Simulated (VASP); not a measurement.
## CoO: single point with r2SCAN

CoO:

```
CELL_PARAMETERS angstrom
0.00000 4.26300 4.26300
2.13150 0.00000 2.13150
2.13150 2.13150 0.00000
ATOMIC_POSITIONS crystal
Co 0.00000 0.00000 0.00000
Co 0.50000 0.00000 0.00000
O 0.25000 0.50000 0.50000
O 0.75000 0.50000 0.50000
```

- Program: VASP 6.6.1
- Task: single point
- Functional: r2SCAN
- Potentials or basis: VASP PAW PBE potentials, release 64 (Co, O)
- Cutoff: 520 eV
- k mesh: 5 × 10 × 10
- Occupations: fermi-dirac, width 0.05 eV
- Spin: collinear spin, antiferromagnetic start
- Starting moments: [3.0, -3.0, 0.0, 0.0] μB

| Item | Value |
| --- | --- |
| Pressure | -4.6 GPa |
| Band gap on the k mesh | 0.92 eV |
| Net moment | 0.00 μB per cell |
| Site moments | Co +2.59, -2.59; O +0.00 μB |
| Valence electrons inside the program's atomic spheres | Co 7.77; O 5.03 |

Stress tensor (GPa, compression positive):
```
-4.58  0.28  0.28
 0.28 -4.58 -0.28
 0.28 -0.28 -4.58
```

Levels at points of the mesh, in eV from the valence-band top:
Spin up:
```csv
k point,band 12,band 13,band 14,band 15,band 16,band 17,band 18,band 19
"(0.00, 0.00, 0.00)",-1.88,-1.88,-0.89,-0.89,1.11,1.88,2.88,2.89
"(0.00, 0.50, 0.00)",-1.54,-1.41,-0.70,0.00,1.43,2.92,3.09,5.94
```
Spin down:
```tsv
k point	band 12	band 13	band 14	band 15	band 16	band 17	band 18	band 19
(0.00, 0.00, 0.00)	-1.88	-1.88	-0.89	-0.89	1.11	1.88	2.88	2.89
(0.00, 0.50, 0.00)	-1.54	-1.41	-0.70	0.00	1.43	2.92	3.09	5.94
```

Wall time 7 min on 1 thread of Intel Xeon 6975P-C, with other jobs on the host, peak memory 0.26 GiB.

Caveat: the PAW data sets were made with another functional, which shifts forces and pressure a little. A k mesh can miss the band edges.
